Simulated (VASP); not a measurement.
A run of VASP 6.6.1 is set up as follows.

Contents of POSCAR:

```
InAs
1.0
    0.0000000000      2.8034941899      2.8034941899
    2.8034941899      0.0000000000      2.8034941899
    2.8034941899      2.8034941899      0.0000000000
In As
1 1
Direct
    0.5000000000      0.5000000000      0.5000000000
    0.0000000000      0.0000000000      0.0000000000
```

Contents of INCAR.step1:

```
ALGO = Normal
EDIFF = 1E-4
ENCUT = 520
GGA = PE
ISMEAR = 0
LASPH = True
LCHARG = False
LREAL = False
LWAVE = True
NBANDS = 16
NELM = 100
PREC = Accurate
SIGMA = 0.1
```

File INCAR.step2:

```
ALGO = Normal
EDIFF = 1E-6
ENCUT = 520
ISIF = 2
ISMEAR = 0
ISTART = 1
LASPH = True
LCHARG = True
LELF = True
LMIXTAU = True
LREAL = False
LVHAR = True
LWAVE = False
METAGGA = R2SCAN
NBANDS = 16
NELM = 100
PREC = Accurate
SIGMA = 0.1
```

Contents of KPOINTS:

```
k-points
0
Gamma
  6 6 6
```

Potentials or basis: VASP PAW PBE potentials, release 64 (In_d, As).

Launch:

```bash
$ cat potpaw_PBE.64/In_d/POTCAR potpaw_PBE.64/As/POTCAR > POTCAR
$ cp INCAR.step1 INCAR
$ mpirun -np 1 vasp_std > vasp.out
$ cp INCAR.step2 INCAR
$ mpirun -np 1 vasp_std > vasp.out
```

Q: Predict the pressure.

A: 3.5 GPa.

Q: What does it give for the band gap on the k mesh?

A: Zero (band 9 reaches 7.01 eV, above the bottom of band 10 at 4.05 eV).

Caveat: the PAW data sets were made with another functional, which shifts forces and pressure a little; spin-orbit coupling is left out, which moves the levels of the heavy elements.
